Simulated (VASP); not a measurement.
Runs of VASP 6.6.1 on PbSe. The structure is that of space group Fm-3m (No. 225), or close to it. The cells are those of the table. 

```csv
cell,gap on the mesh (eV),pressure (GPa)
"a = 4.404 Å, angles 60.0°, 2 atoms",0.75,-1.2
"a = 4.250 Å, angles 60.0°, 2 atoms",0.37,(b)
"a = 4.210 Å, angles 60.0°, 2 atoms",0.25,7.3
"a = 4.441 Å, angles 60.0°, 2 atoms",0.82,(a)
"a = 4.290 Å, angles 60.0°, 2 atoms",0.48,(c)
```

Alike in all rows: task single point; level r2SCAN; potentials or basis VASP PAW PBE potentials, release 64 (Pb_d, Se); no spin polarisation; k mesh 6 × 6 × 6; cutoff (eV) 520; smearing gaussian 0.01 eV.

Q: Fill in the values left out.

A: (a) -2.3; (b) 5.1; (c) 3.2.

Caveats: the PAW data sets were made with another functional, which shifts forces and pressure a little; spin-orbit coupling is left out, which moves the levels of the heavy elements; the cell stands under pressure (at least some runs).

A k mesh can miss the band edges, and the runs leave out spin-orbit coupling on Pb, Se.
